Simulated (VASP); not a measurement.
# Sb2Mo (MoS2 1H type) (P-6m2) in VASP: notebook

The runs below take Sb2Mo (MoS2 1H type) through electric field gradients, with r2SCAN.

Everything below comes from runs of VASP 6.6.1. Logs are shortened: lines on timing, memory, paths and dates and some standing lists are left out, and cuts for length are marked.

## Step 1: The cell of the first run

The structure is hexagonal, space group P-6m2 (No. 187). The conventional cell has a = 3.716 Å, b = 3.716 Å, c = 6.144 Å, α = 90.00°, β = 90.00°, γ = 120.00°. Mo (site symmetry -6m2) has 6 Sb at 2.71 Å and 6 Mo at 3.72 Å within 3.8 Å. Within 3.8 Å of Sb (site symmetry 3m) lie 3 Mo at 2.71 Å and 8 Sb at 2.84 to 3.72 Å.

## Step 2: Electric field gradients, r2SCAN

The input, POSCAR:

```
Sb2Mo
1.0
    3.7161767096      0.0000000000      0.0000000000
   -1.8580883548      3.2183034355      0.0000000000
    0.0000000000      0.0000000000      6.1443681699
Mo Sb
1 2
Direct
    0.0000000000      0.0000000000      0.0000000000
    0.3333333333      0.6666666667      0.2689865324
    0.3333333333      0.6666666667      0.7310134676
```

The input, INCAR.step1:

```
PREC = Accurate
ENCUT = 520
ISMEAR = -1
SIGMA = 0.05
LREAL = False
LASPH = True
NELM = 60
NBANDS = 19
GGA = PE
ALGO = Normal
EDIFF = 1E-4
LWAVE = True
LCHARG = False
```

The input, INCAR.step2:

```
PREC = Accurate
ENCUT = 520
EDIFF = 1E-8
ISMEAR = -1
SIGMA = 0.05
LREAL = False
LASPH = True
NELM = 60
ALGO = Normal
ISIF = 2
LWAVE = False
LCHARG = False
METAGGA = R2SCAN
LMIXTAU = True
LEFG = True
NBANDS = 19
ISTART = 1
```

The input, KPOINTS:

```
regular mesh
0
Gamma
  13 13 6
```

Potentials or basis: VASP PAW PBE potentials, release 64 (Mo_sv, Sb).

Run with:

```
cat potpaw_PBE.64/Mo_sv/POTCAR potpaw_PBE.64/Sb/POTCAR > POTCAR
cp INCAR.step1 INCAR
mpirun -np 1 vasp_std > vasp.out
cp INCAR.step2 INCAR
mpirun -np 1 vasp_std > vasp.out
```

OUTCAR:

```text
PREC = Accurate
   ENCUT = 520
   EDIFF = 1E-8
   ISMEAR = -1
   LREAL = False
   LASPH = True
   NELM = 60
   ISIF = 2
   METAGGA = R2SCAN
   ISTART = 1

 ion  position               nearest neighbor table
   1  0.000  0.000  0.000-   2 2.71   3 2.71   2 2.71   3 2.71   2 2.71   3 2.71
   2  0.333  0.667  0.269-   1 2.71   1 2.71   1 2.71   3 2.84   3 3.31
   3  0.333  0.667  0.731-   1 2.71   1 2.71   1 2.71   2 2.84   2 3.31

  LATTYP: Found a hexagonal cell.
 ALAT       =     3.7161767096
 C/A-ratio  =     1.6534111938

  Lattice vectors:

 A1 = (   3.7161767096,   0.0000000000,   0.0000000000)
 A2 = (  -1.8580883548,   3.2183034355,   0.0000000000)
 A3 = (   0.0000000000,   0.0000000000,   6.1443681699)

Analysis of symmetry for initial positions (statically):
=====================================================================
 Subroutine PRICEL returns:
 Original cell was already a primitive cell.

 Routine SETGRP: Setting up the symmetry group for a
 hexagonal supercell.

 Subroutine GETGRP returns: Found 12 space group operations
 (whereof 12 operations were pure point group operations)
 out of a pool of 24 trial point group operations.

The static configuration has the point symmetry D_3h.

Analysis of symmetry for dynamics (positions and initial velocities):
=====================================================================
 Subroutine PRICEL returns:
 Original cell was already a primitive cell.

 Routine SETGRP: Setting up the symmetry group for a
 hexagonal supercell.

 Subroutine GETGRP returns: Found 12 space group operations
 (whereof 12 operations were pure point group operations)
 out of a pool of 24 trial point group operations.

The dynamic configuration has the point symmetry D_3h.

 Subroutine INISYM returns: Found 12 space group operations
 (whereof 12 operations are pure point group operations),
 and found     1 'primitive' translations

----------------------------------------------------------------------------------------

                                     Primitive cell

  volume of cell :      73.4853

  direct lattice vectors                    reciprocal lattice vectors
     3.716176710  0.000000000  0.000000000     0.269093770  0.155361360  0.000000000
    -1.858088355  3.218303436  0.000000000     0.000000000  0.310722721  0.000000000
     0.000000000  0.000000000  6.144368170     0.000000000  0.000000000  0.162750664

  length of vectors
     3.716176710  3.716176710  6.144368170     0.310722721  0.310722721  0.162750664

  position of ions in fractional coordinates (direct lattice)
     0.000000000  0.000000000  0.000000000
     0.333333333  0.666666667  0.268986532
     0.333333333  0.666666667  0.731013468

  ion indices of the primitive-cell ions
   primitive index   ion index
                 1           1
                 2           2
                 3           3

----------------------------------------------------------------------------------------

 KPOINTS: regular mesh

Automatic generation of k-mesh.
 Grid dimensions read from file:
 generate k-points for:   13   13    6

 Generating k-lattice:

  Cartesian coordinates                     Fractional coordinates (reciprocal lattice)
     0.020699521  0.011950874  0.000000000     0.076923077  0.000000000  0.000000000
     0.000000000  0.023901748  0.000000000     0.000000000  0.076923077  0.000000000
     0.000000000  0.000000000  0.027125111     0.000000000  0.000000000  0.166666667

  Length of vectors
     0.023901748  0.023901748  0.027125111

  Shift w.r.t. Gamma in fractional coordinates (k-lattice)
     0.000000000  0.000000000  0.000000000

 Subroutine IBZKPT returns following result:
 ===========================================

 Found     84 irreducible k-points:

 Following reciprocal coordinates:
            Coordinates               Weight
  0.000000  0.000000  0.000000      1.000000
  0.076923  0.000000  0.000000      6.000000
  0.153846 -0.000000  0.000000      6.000000
  0.230769 -0.000000  0.000000      6.000000
  0.307692 -0.000000  0.000000      6.000000
  0.384615 -0.000000  0.000000      6.000000
[... 16 lines left out ...]
  0.076923  0.000000  0.166667     12.000000
  0.153846 -0.000000  0.166667     12.000000
 [... further k-points ...]
   k-points           NKPTS =     84   k-points in BZ     NKDIM =     84   number of bands    NBANDS=     19
   number of dos      NEDOS =    301   number of ions     NIONS =      3
   total plane-waves  NPLWV =  37632
   dimension x,y,z NGX =    28 NGY =   28 NGZ =   48
   dimension x,y,z NGXF=    56 NGYF=   56 NGZF=   96
   ions per type =               1   2
   NGX,Y,Z   is equivalent  to a cutoff of  12.53, 12.53, 12.99 a.u.
   NGXF,Y,Z  is equivalent  to a cutoff of  25.05, 25.05, 25.97 a.u.
 SYSTEM =  unknown system
   PREC   = accura    normal or accurate (medium, high low for compatibility)
   ISTART =      1    job   : 0-new  1-cont  2-samecut
   ICHARG =      0    charge: 1-file 2-atom 10-const
   ISPIN  =      1    spin polarized calculation?
   LNONCOLLINEAR =      F non collinear calculations
   LSORBIT =      F    spin-orbit coupling
   LASPH  =      T    aspherical Exc in radial PAW
   ENCUT  =  520.0 eV  38.22 Ry    6.18 a.u.   6.91  6.91 11.42*2*pi/ulx,y,z
   NELM   =     60;   NELMIN=  2; NELMDL=  0     # of ELM steps
   EDIFF  = 0.1E-07   stopping-criterion for ELM
   LREAL  =      F    real-space projection
   EDIFFG = 0.1E-06   stopping-criterion for IOM
   NSW    =      0    number of steps for IOM
   IBRION =     -1    ionic relax: 0-MD 1-quasi-New 2-CG
   NFREE  =      0    steps in history (QN), initial steepest desc. (CG)
   ISIF   =      2    stress and relaxation
   ISYM   =      2    0-nonsym 1-usesym 2-fastsym
   POTIM  = 0.5000    time-step for ionic-motion
   TEBEG  =    0.0;   TEEND  =   0.0 temperature during run
   PSTRESS=    0.0 pullay stress
   NELECT =      24.0000    total number of electrons
   NUPDOWN=      -1.0000    fix difference up-down
   EMIN   =  10.00;   EMAX   =-10.00  energy-range for DOS
   EFERMI =   0.00;   METHOD = LEGACY
   ISMEAR =    -1;   SIGMA  =   0.05  broadening in eV -4-tet -1-fermi 0-gaus
   EFERMI_NEDOS =   21; number of points for ismear=-14 and -15
   IALGO  =     38    algorithm
   IMIX   =      4    mixing-type and parameters
     AMIX     =   0.40;   BMIX     =  1.00
     AMIX_MAG =   1.60;   BMIX_MAG =  1.00
  volume/ion in A,a.u.               =      24.50       165.30
  Fermi-wavevector in a.u.,A,eV,Ry     =   1.127401  2.130479 17.293452  1.271033
  Thomas-Fermi vector in A             =   2.264087
   LORBIT       =      0    0 simple, 1 ext, 2 COOP (PROOUT), +10 PAW based schemes
   METAGGA = R2SCAN    functional components
   LHFCALC =     F    Hartree Fock is set to
   AEXX    =    0.0000 exact exchange contribution
   IVDW    =     0    specifies the selected vdW correction
   LEPSILON=     F    determine dielectric tensor
   LRPA    =     F    only Hartree local field effects (RPA)
 non-spin polarized calculation
  energy-cutoff  :      520.00
  volume of cell :       73.49
 maximum number of plane-waves:      2000
 NGX is ok and might be reduce to    28
   NGX = 13   NGY = 13   NGZ = 23

 number of electron      23.9999998 magnetization

 Free energy of the ion-electron system (eV)
  ---------------------------------------------------
  ext. energy  EPLUGINS =         0.00000000
  ---------------------------------------------------
  free energy    TOTEN  =       -77.04452283 eV

  energy without entropy =      -77.04094853  energy(sigma->0) =      -77.04273568

 E-fermi :   8.2491     XC(G=0): -11.1073

 val. band max:        8.2246950958   @ k =   0.4615   0.0769   0.5000
 cond. band min:       8.2916750697   @ k =   0.3077   0.3077   0.3333
 fundamental gap:      0.0669799739
 Fermi energy:         8.2490785536

 k-point     1 :       0.0000    0.0000    0.0000
  band No.  band energies     occupation
      1     -54.3828      2.00000
      2     -27.7887      2.00000
      3     -27.7878      2.00000
      4     -27.7878      2.00000
      5      -4.1232      2.00000
      6      -0.7724      2.00000
[... 11 lines left out ...]
     18      14.3394      0.00000
     19      16.6244      0.00000
[... 489 lines left out ...]
      3     -27.7921      2.00000
      4     -27.7842      2.00000
      5      -3.6955      2.00000
      6      -1.0984      2.00000
[... 11 lines left out ...]
     18      15.1270      0.00000
     19      16.1835      0.00000

 [... further k-points ...]

------------------------ aborting loop because EDIFF is reached ----------------------------------------

  FORCE on cell =-STRESS in cart. coord.  units (eV):
  Direction    XX          YY          ZZ          XY          YZ          ZX
  --------------------------------------------------------------------------------------
  -------------------------------------------------------------------------------------
  Total       -0.0010169     -0.0010169      0.1041110      0.0000000      0.0000000     -0.0000000
  in kB       -0.0221708     -0.0221708      2.2698998      0.0000000      0.0000000     -0.0000000
  external PRESSURE =       0.7418527 kB  Pullay stress =       0.0000000 kB

 VOLUME and BASIS-vectors are now :
 -----------------------------------------------------------------------------
  energy-cutoff  :      520.00
  volume of cell :       73.49
      direct lattice vectors                 reciprocal lattice vectors
     3.716176710  0.000000000  0.000000000     0.269093770  0.155361360  0.000000000
    -1.858088355  3.218303436  0.000000000     0.000000000  0.310722721  0.000000000
     0.000000000  0.000000000  6.144368170     0.000000000  0.000000000  0.162750664

 POSITION                                       TOTAL-FORCE (eV/Angst)
 -----------------------------------------------------------------------------------
      0.00000      0.00000      0.00000        -0.000000      0.000000      0.000000
     -0.00000      2.14554      1.65275        -0.000000      0.000000     -0.035745
     -0.00000      2.14554      4.49162         0.000000     -0.000000      0.035745
 -----------------------------------------------------------------------------------
    total drift:                               -0.000000      0.000000      0.000000

  FREE ENERGIE OF THE ION-ELECTRON SYSTEM (eV)
  ---------------------------------------------------
  free  energy   TOTEN  =       -77.0445228343 eV

  energy  without entropy=      -77.0409485262  energy(sigma->0) =      -77.04273568

 Electric field gradients (V/A^2)
---------------------------------------------------------------------
 ion       V_xx      V_yy      V_zz      V_xy      V_xz      V_yz
---------------------------------------------------------------------
   1      36.959    36.958   -73.917    -0.001    -0.000    -0.000
   2     -73.327   -73.327   146.654    -0.000     0.000    -0.000
   3     -73.327   -73.327   146.654    -0.000    -0.000     0.000
---------------------------------------------------------------------

 Electric field gradients after diagonalization (V/A^2)
 (convention: |V_zz| > |V_xx| > |V_yy|)
----------------------------------------------------------------------
 ion       V_xx      V_yy      V_zz     asymmetry (V_yy - V_xx)/ V_zz
----------------------------------------------------------------------
   1      36.959    36.958   -73.917       0.000
   2     -73.327   -73.327   146.654       0.000
   3     -73.327   -73.327   146.654       0.000
----------------------------------------------------------------------

           NMR quadrupolar parameters

 Cq : quadrupolar parameter    Cq=e*Q*V_zz/h
 eta: asymmetry parameters     (V_yy - V_xx)/ V_zz
 Q  : nuclear electric quadrupole moment in mb (millibarn)
----------------------------------------------------------------------
 ion       Cq(MHz)       eta       Q (mb)
----------------------------------------------------------------------
   1      -0.179       0.000       1.000
   2       0.355       0.000       1.000
   3       0.355       0.000       1.000
----------------------------------------------------------------------
```

Wall time 3.6 min (1 thread of Intel Xeon 6975P-C (Granite Rapids), shared host); peak memory 0.28 GiB.

Results:

* Free energy: -77.0445 eV
* Pressure: 0.1 GPa
* Largest force: 0.036 eV/Å
* Band gap on the k mesh: 0.07 eV (least direct gap 0.12 eV)
* Largest electric field gradient by atom: Mo -73.9; Sb +146.7 V/Å²

Forces on the atoms (eV/Å):
```
Mo   0.000  0.000  0.000
Sb   0.000  0.000 -0.036
Sb   0.000  0.000  0.036
```

Levels at points of the mesh, in eV from the valence-band top:
| k point | band 9 | band 10 | band 11 | band 12 | band 13 | band 14 | band 15 | band 16 |
| --- | --- | --- | --- | --- | --- | --- | --- | --- |
| (0.00, 0.00, 0.00) | -2.10 | -0.92 | -0.92 | -0.35 | 3.48 | 3.48 | 4.42 | 4.69 |
| (0.00, 0.00, 0.50) | -1.96 | -1.95 | -1.09 | -1.09 | 2.49 | 3.14 | 3.14 | 5.11 |

Electric field gradients, principal values (V/Å²):
```
atom    least   middle  greatest (by size)
1 Mo   36.958   36.959             -73.917
2 Sb  -73.327  -73.327             146.654
3 Sb  -73.327  -73.327             146.654
```

Caveat: semilocal functionals underestimate gaps, and a narrow one can read as zero; without QUAD_EFG the Cq values of the log hold for a quadrupole moment of 1 mb, not for the nuclei; the PAW data sets were made with another functional, which shifts forces and pressure a little; spin-orbit coupling is left out, which moves the levels of the heavy elements.

(Part 1 of 2 ends here.)
